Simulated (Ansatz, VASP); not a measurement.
## One calculation of BiMo, two programs

```
Mo Bi
1.0
     0.00000    2.89192    2.89192
     2.89192    0.00000    2.89192
     2.89192    2.89192    0.00000
Mo Bi
1 1
Direct
  0.50000 0.50000 0.50000
  0.00000 0.00000 0.00000
```

Alike in both runs: task single point; functional r2SCAN; k mesh 10 × 10 × 10; occupations gaussian, width 0.05 eV; no spin polarisation.

```csv
,VASP,Ansatz
version,VASP 6.6.1,Ansatz 0.2.0
potentials or method,"VASP PAW PBE potentials, release 64 (Mo_sv, Bi_d), cutoff 520 eV","scalar-relativistic, plane waves, PAW"
valence electrons in the cell,29,29
```

|  | VASP | Ansatz | Ansatz less VASP |
| --- | --- | --- | --- |
| gap on the k mesh at the Fermi level (eV) | none | none | - |
| pressure (GPa) | -6.3 | -6.6 | -0.24 |

VASP's potentials were made for PBE, not for r2SCAN. A gap of «none» marks a metal or a gap that the smearing closes. The functional is the same, so the differences come from potentials, cutoffs and numerics.

Neither program's run includes spin-orbit coupling.
